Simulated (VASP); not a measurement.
# MnHg (Pm-3m) in VASP: single point with LDA

Aim: the single point of MnHg with LDA.

Program: VASP 6.6.1. These are calculated values, not measurements. Logs are shortened: lines on timing, memory, paths and dates and some standing lists are left out, and cuts for length are marked.

### Step 1. The cell of the first run

It takes space group Pm-3m (No. 221, cubic). Conventional cell: a = 3.315 Å, b = 3.315 Å, c = 3.315 Å, α = 90.00°, β = 90.00°, γ = 90.00°. Mn (site symmetry m-3m) has 8 Hg at 2.87 Å and 6 Mn at 3.31 to 3.32 Å within 3.8 Å. Within 3.8 Å of Hg (site symmetry m-3m) lie 8 Mn at 2.87 Å and 6 Hg at 3.31 Å.

### Step 2. Single point, LDA, collinear spin, ferromagnetic start

Input file INCAR:

```
  PREC = Accurate
  ENCUT = 520
  EDIFF = 1E-6
  ISMEAR = -1
  SIGMA = 0.1
  LREAL = F
  LASPH = T
  NELM = 150
  ALGO = Normal
  ISIF = 2
  LWAVE = F
  LCHARG = F
  ISPIN = 2
  MAGMOM = 3.7 0
  LORBIT = 11
  LMAXMIX = 4
  GGA = CA
  NBANDS = 24
```

Input file KPOINTS:

```
regular mesh
0
Gamma
  12 12 12
```

Input file POSCAR:

```
MnHg
1.0
    3.3150000000      0.0000000000      0.0000000000
    0.0000000000      3.3150000000      0.0000000000
    0.0000000000      0.0000000000      3.3150000000
Mn Hg
1 1
Direct
    0.5000000000      0.5000000000      0.5000000000
    0.0000000000      0.0000000000      0.0000000000
```

Potentials or basis: VASP PAW LDA potentials, release 64 (Mn_pv, Hg).

On the command line:

```bash
$ cat potpaw_LDA.64/Mn_pv/POTCAR potpaw_LDA.64/Hg/POTCAR > POTCAR
$ mpirun -np 1 vasp_std > vasp.out
```

OUTCAR:

```text
PREC = Accurate
   ENCUT = 520
   EDIFF = 1E-6
   ISMEAR = -1
   LREAL = F
   LASPH = T
   NELM = 150
   ISIF = 2
   ISPIN = 2
   LORBIT = 11
   GGA = CA

 ion  position               nearest neighbor table
   1  0.500  0.500  0.500-   2 2.87   2 2.87   2 2.87   2 2.87   2 2.87   2 2.87   2 2.87   2 2.87

   2  0.000  0.000  0.000-   1 2.87   1 2.87   1 2.87   1 2.87   1 2.87   1 2.87   1 2.87   1 2.87

  LATTYP: Found a simple cubic cell.
 ALAT       =     3.3150000000

  Lattice vectors:

 A1 = (   3.3150000000,   0.0000000000,   0.0000000000)
 A2 = (   0.0000000000,   3.3150000000,   0.0000000000)
 A3 = (   0.0000000000,   0.0000000000,   3.3150000000)

Analysis of symmetry for initial positions (statically):
=====================================================================
 Subroutine PRICEL returns:
 Original cell was already a primitive cell.

 Routine SETGRP: Setting up the symmetry group for a
 simple cubic supercell.

 Subroutine GETGRP returns: Found 48 space group operations
 (whereof 48 operations were pure point group operations)
 out of a pool of 48 trial point group operations.

The static configuration has the point symmetry O_h .

Analysis of symmetry for dynamics (positions and initial velocities):
=====================================================================
 Subroutine PRICEL returns:
 Original cell was already a primitive cell.

 Routine SETGRP: Setting up the symmetry group for a
 simple cubic supercell.

 Subroutine GETGRP returns: Found 48 space group operations
 (whereof 48 operations were pure point group operations)
 out of a pool of 48 trial point group operations.

The dynamic configuration has the point symmetry O_h .

Analysis of structural, dynamic, and magnetic symmetry:
=====================================================================
 Subroutine PRICEL returns:
 Original cell was already a primitive cell.

 Routine SETGRP: Setting up the symmetry group for a
 simple cubic supercell.

 Subroutine GETGRP returns: Found 48 space group operations
 (whereof 48 operations were pure point group operations)
 out of a pool of 48 trial point group operations.

The overall configuration has the point symmetry O_h .

 Subroutine INISYM returns: Found 48 space group operations
 (whereof 48 operations are pure point group operations),
 and found     1 'primitive' translations

----------------------------------------------------------------------------------------

                                     Primitive cell

  volume of cell :      36.4293

  direct lattice vectors                    reciprocal lattice vectors
     3.315000000  0.000000000  0.000000000     0.301659125  0.000000000  0.000000000
     0.000000000  3.315000000  0.000000000     0.000000000  0.301659125  0.000000000
     0.000000000  0.000000000  3.315000000     0.000000000  0.000000000  0.301659125

  length of vectors
     3.315000000  3.315000000  3.315000000     0.301659125  0.301659125  0.301659125

  position of ions in fractional coordinates (direct lattice)
     0.500000000  0.500000000  0.500000000
     0.000000000  0.000000000  0.000000000

  ion indices of the primitive-cell ions
   primitive index   ion index
                 1           1
                 2           2

----------------------------------------------------------------------------------------

 KPOINTS: regular mesh

Automatic generation of k-mesh.
 Grid dimensions read from file:
 generate k-points for:   12   12   12

 Generating k-lattice:

  Cartesian coordinates                     Fractional coordinates (reciprocal lattice)
     0.025138260  0.000000000  0.000000000     0.083333333  0.000000000  0.000000000
     0.000000000  0.025138260  0.000000000     0.000000000  0.083333333  0.000000000
     0.000000000  0.000000000  0.025138260     0.000000000  0.000000000  0.083333333

  Length of vectors
     0.025138260  0.025138260  0.025138260

  Shift w.r.t. Gamma in fractional coordinates (k-lattice)
     0.000000000  0.000000000  0.000000000

 Subroutine IBZKPT returns following result:
 ===========================================

 Found     84 irreducible k-points:

 Following reciprocal coordinates:
            Coordinates               Weight
  0.000000  0.000000  0.000000      1.000000
  0.083333  0.000000  0.000000      6.000000
  0.166667  0.000000  0.000000      6.000000
  0.250000  0.000000  0.000000      6.000000
  0.333333  0.000000  0.000000      6.000000
  0.416667  0.000000  0.000000      6.000000
[... 16 lines left out ...]
  0.333333  0.333333  0.000000     12.000000
  0.416667  0.333333  0.000000     24.000000
 [... further k-points ...]
   k-points           NKPTS =     84   k-points in BZ     NKDIM =     84   number of bands    NBANDS=     24
   number of dos      NEDOS =    301   number of ions     NIONS =      2
   total plane-waves  NPLWV =  21952
   dimension x,y,z NGX =    28 NGY =   28 NGZ =   28
   dimension x,y,z NGXF=    56 NGYF=   56 NGZF=   56
   ions per type =               1   1
   NGX,Y,Z   is equivalent  to a cutoff of  14.04, 14.04, 14.04 a.u.
   NGXF,Y,Z  is equivalent  to a cutoff of  28.08, 28.08, 28.08 a.u.
 SYSTEM =  unknown system
   PREC   = accura    normal or accurate (medium, high low for compatibility)
   ISTART =      0    job   : 0-new  1-cont  2-samecut
   ICHARG =      2    charge: 1-file 2-atom 10-const
   ISPIN  =      2    spin polarized calculation?
   LNONCOLLINEAR =      F non collinear calculations
   LSORBIT =      F    spin-orbit coupling
   LASPH  =      T    aspherical Exc in radial PAW
   ENCUT  =  520.0 eV  38.22 Ry    6.18 a.u.   6.16  6.16  6.16*2*pi/ulx,y,z
   NELM   =    150;   NELMIN=  2; NELMDL= -5     # of ELM steps
   EDIFF  = 0.1E-05   stopping-criterion for ELM
   LREAL  =      F    real-space projection
   EDIFFG = 0.1E-04   stopping-criterion for IOM
   NSW    =      0    number of steps for IOM
   IBRION =     -1    ionic relax: 0-MD 1-quasi-New 2-CG
   NFREE  =      0    steps in history (QN), initial steepest desc. (CG)
   ISIF   =      2    stress and relaxation
   ISYM   =      2    0-nonsym 1-usesym 2-fastsym
   POTIM  = 0.5000    time-step for ionic-motion
   TEBEG  =    0.0;   TEEND  =   0.0 temperature during run
   PSTRESS=    0.0 pullay stress
   NELECT =      25.0000    total number of electrons
   NUPDOWN=      -1.0000    fix difference up-down
   EMIN   =  10.00;   EMAX   =-10.00  energy-range for DOS
   EFERMI =   0.00;   METHOD = LEGACY
   ISMEAR =    -1;   SIGMA  =   0.10  broadening in eV -4-tet -1-fermi 0-gaus
   EFERMI_NEDOS =   21; number of points for ismear=-14 and -15
   IALGO  =     38    algorithm
   IMIX   =      4    mixing-type and parameters
     AMIX     =   0.40;   BMIX     =  1.00
     AMIX_MAG =   1.60;   BMIX_MAG =  1.00
  volume/ion in A,a.u.               =      18.21       122.92
  Fermi-wavevector in a.u.,A,eV,Ry     =   1.444014  2.728790 28.370534  2.085175
  Thomas-Fermi vector in A             =   2.562356
   LORBIT       =     11    0 simple, 1 ext, 2 COOP (PROOUT), +10 PAW based schemes
   GGA     = CA    functional components
   LHFCALC =     F    Hartree Fock is set to
   AEXX    =    0.0000 exact exchange contribution
   IVDW    =     0    specifies the selected vdW correction
   LEPSILON=     F    determine dielectric tensor
   LRPA    =     F    only Hartree local field effects (RPA)
 spin polarized calculation
  energy-cutoff  :      520.00
  volume of cell :       36.43
 maximum number of plane-waves:      1000
 NGX is ok and might be reduce to    28
   NGX = 13   NGY = 13   NGZ = 13

 number of electron      25.0000011 magnetization       3.7137184

 Free energy of the ion-electron system (eV)
  ---------------------------------------------------
  ext. energy  EPLUGINS =         0.00000000
  ---------------------------------------------------
  free energy    TOTEN  =        -9.91689589 eV

  energy without entropy =       -9.85504218  energy(sigma->0) =       -9.88596904

 E-fermi :   5.1431     XC(G=0): -11.9937

 val. band max:        5.1296802460   @ k =   0.3333   0.1667   0.0000
 cond. band min:       5.1493328298   @ k =   0.5000   0.5000   0.1667
 fundamental gap:      0.0196525838
 Fermi energy:         5.1431202872

 spin component 1

 k-point     1 :       0.0000    0.0000    0.0000
  band No.  band energies     occupation
      1     -44.1310      1.00000
      2     -44.1310      1.00000
      3     -44.1310      1.00000
      4      -4.3909      1.00000
      5      -2.9986      1.00000
      6      -2.9986      1.00000
[... 16 lines left out ...]
     23      22.3097      0.00000
     24      26.0150      0.00000
[... 598 lines left out ...]
      2     -44.1423      1.00000
      3     -44.1289      1.00000
      4      -2.9938      1.00000
      5      -2.7997      1.00000
      6      -2.2565      1.00000
[... 16 lines left out ...]
     23      23.2135      0.00000
     24      24.4616      0.00000

 [... further k-points ...]

 spin component 2

 k-point     1 :       0.0000    0.0000    0.0000
  band No.  band energies     occupation
      1     -40.6123      1.00000
      2     -40.6123      1.00000
      3     -40.6123      1.00000
      4      -4.1180      1.00000
      5      -2.9547      1.00000
      6      -2.9547      1.00000
[... 16 lines left out ...]
     23      22.5079      0.00000
     24      26.7202      0.00000
[... 598 lines left out ...]
      2     -40.6263      1.00000
      3     -40.6097      1.00000
      4      -2.8723      1.00000
      5      -2.7456      1.00000
      6      -2.1717      1.00000
[... 16 lines left out ...]
     23      23.8249      0.00000
     24      24.9857      0.00000

 [... further k-points ...]

------------------------ aborting loop because EDIFF is reached ----------------------------------------

  FORCE on cell =-STRESS in cart. coord.  units (eV):
  Direction    XX          YY          ZZ          XY          YZ          ZX
  --------------------------------------------------------------------------------------
  -------------------------------------------------------------------------------------
  Total       -2.2539561     -2.2539561     -2.2539561      0.0000000      0.0000000     -0.0000000
  in kB      -99.1300753    -99.1300753    -99.1300753      0.0000000      0.0000000     -0.0000000
  external PRESSURE =     -99.1300753 kB  Pullay stress =       0.0000000 kB

 VOLUME and BASIS-vectors are now :
 -----------------------------------------------------------------------------
  energy-cutoff  :      520.00
  volume of cell :       36.43
      direct lattice vectors                 reciprocal lattice vectors
     3.315000000  0.000000000  0.000000000     0.301659125  0.000000000  0.000000000
     0.000000000  3.315000000  0.000000000     0.000000000  0.301659125  0.000000000
     0.000000000  0.000000000  3.315000000     0.000000000  0.000000000  0.301659125

 POSITION                                       TOTAL-FORCE (eV/Angst)
 -----------------------------------------------------------------------------------
      1.65750      1.65750      1.65750         0.000000      0.000000      0.000000
      0.00000      0.00000      0.00000         0.000000      0.000000      0.000000
 -----------------------------------------------------------------------------------
    total drift:                                0.000000      0.000000      0.000000

  FREE ENERGIE OF THE ION-ELECTRON SYSTEM (eV)
  ---------------------------------------------------
  free  energy   TOTEN  =        -9.9168958946 eV

  energy  without entropy=       -9.8550421809  energy(sigma->0) =       -9.88596904

 total charge

# of ion       s       p       d       tot
------------------------------------------
    1        0.250   6.167   5.017  11.435
    2        0.815   0.508   9.256  10.578
--------------------------------------------------
tot          1.065   6.674  14.273  22.012

 magnetization (x)

# of ion       s       p       d       tot
------------------------------------------
    1        0.018   0.008   3.581   3.608
    2       -0.041  -0.046   0.042  -0.045
--------------------------------------------------
tot         -0.023  -0.037   3.622   3.562
```

Run time: 1.7 min. Hardware: 1 thread of AMD EPYC 7R13 (Zen 3), shared host; peak memory 0.2 GiB.

Results:

| Quantity | Value |
| --- | --- |
| Free energy | -9.9169 eV |
| Pressure | -9.9 GPa |
| Net moment | 3.71 μB per cell |
| Site moments | Mn +3.61; Hg -0.04 μB |
| Valence electrons inside the program's atomic spheres | Mn 11.44; Hg 10.58 |

Caveat: the cell stands under tension; spin-orbit coupling is left out, which moves the levels of the heavy elements.
